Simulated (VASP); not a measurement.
Runs of VASP 6.6.1 on SiO2. The structure is that of space group I-42d (No. 122), or close to it. The cells are those of the table. 

| task | level | potentials or basis | cell | k mesh | cutoff (eV) | smearing | gap on the mesh (eV) | pressure (GPa) | relaxed volume (Å³/atom) | largest force (eV/Å) |
| --- | --- | --- | --- | --- | --- | --- | --- | --- | --- | --- |
| relaxation of cell and atoms | PBEsol | VASP PAW PBE potentials, release 64 (Si, O) | relaxed from a = 5.123 Å, angles 121.2, 121.2, 87.9°, 6 atoms | 6 × 6 × 6 | 600 | fermi-dirac 0.02 eV | 5.81 | 0.0 | 15.21 | - |
| relaxation of cell and atoms | PBE | VASP PAW PBE potentials, release 64 (Si, O) | relaxed from a = 5.029 Å, angles 123.7, 123.7, 83.8°, 6 atoms | 8 × 8 × 8 | 600 | fermi-dirac 0.02 eV | 5.73 | 0.0 | (b) | - |
| single point | PBEsol | VASP PAW PBE potentials, release 64 (Si, O) | a = 5.089 Å, angles 121.3, 121.3, 87.7°, 6 atoms | 6 × 6 × 6 | 520 | fermi-dirac 0.02 eV | 5.81 | 0.5 | - | 0.02 |
| single point | LDA | VASP PAW LDA potentials, release 64 (Si, O) | a = 5.041 Å, angles 121.4, 121.4, 87.5°, 6 atoms | 6 × 6 × 6 | 520 | fermi-dirac 0.02 eV | 5.76 | 0.5 | - | 0.03 |
| single point | r2SCAN | VASP PAW PBE potentials, release 64 (Si, O) | a = 5.060 Å, angles 121.5, 121.5, 87.4°, 6 atoms | 6 × 6 × 6 | 520 | fermi-dirac 0.02 eV | 6.56 | 0.2 | - | - |
| single point | PBE | VASP PAW PBE potentials, release 64 (Si, O) | a = 5.123 Å, angles 121.2, 121.2, 87.9°, 6 atoms | 8 × 8 × 8 | 520 | fermi-dirac 0.02 eV | 5.73 | 0.1 | - | - |
| relaxation of cell and atoms | LDA | VASP PAW LDA potentials, release 64 (Si, O) | relaxed from a = 5.123 Å, angles 121.2, 121.2, 87.9°, 6 atoms | 6 × 6 × 6 | 600 | fermi-dirac 0.02 eV | 5.77 | 0.0 | 14.71 | - |
| single point | LDA | VASP PAW LDA potentials, release 64 (Si, O) | a = 5.060 Å, angles 121.5, 121.5, 87.4°, 6 atoms | 8 × 8 × 8 | 520 | gaussian 0.01 eV | 5.71 | (a) | - | 0.07 |

Alike in all rows: no spin polarisation.

Q: Estimate the missing entries.

A: (a) -1.0; (b) 15.58.

Caveats: the PAW data sets were made with another functional, which shifts forces and pressure a little (some runs); the volume moved by +11 % from the deposited cell, more than functionals usually miss (some runs).

A k mesh can miss the band edges.
